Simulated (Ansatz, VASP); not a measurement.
## Sc5Mo in VASP and in Ansatz

```
CELL_PARAMETERS angstrom
6.72679 0.00000 0.00000
0.00000 6.72679 0.00000
0.00000 0.00000 4.86157
ATOMIC_POSITIONS crystal
Sc 0.73710 0.73710 0.00000
Sc 0.26290 0.26290 0.00000
Sc 0.26290 0.73710 0.00000
Sc 0.73710 0.26290 0.00000
Sc 0.00000 0.00000 0.50000
Mo 0.00000 0.00000 0.00000
```

Alike in both runs: functional PBE; k mesh 4 × 4 × 4; occupations gaussian, width 0.1 eV; no spin polarisation.

Ansatz relaxed the structure, and its values are those at the end. VASP's run is a single point on that final structure, the one shown.

|  | VASP | Ansatz |
| --- | --- | --- |
| version | VASP 6.6.1 | Ansatz 0.2.0 |
| potentials or method | VASP PAW PBE potentials, release 64 (Sc_sv, Mo_sv), cutoff 520 eV | scalar-relativistic, plane waves, PAW |
| valence electrons in the cell | 69 | 69 |

VASP gave:

| Quantity | Value |
| --- | --- |
| gap on the k mesh at the Fermi level (eV) | none |
| pressure (GPa) | 0.1 |
| rms of the force components (eV/Å) | 0.011 |

**Question.** Estimate Ansatz's values.

**Answer.** gap on the k mesh at the Fermi level (eV): none; pressure (GPa): 0.0; rms of the force components (eV/Å): 0.011.

A gap of «none» marks a metal or a gap that the smearing closes. The functional is the same, so the differences come from potentials, cutoffs and numerics.
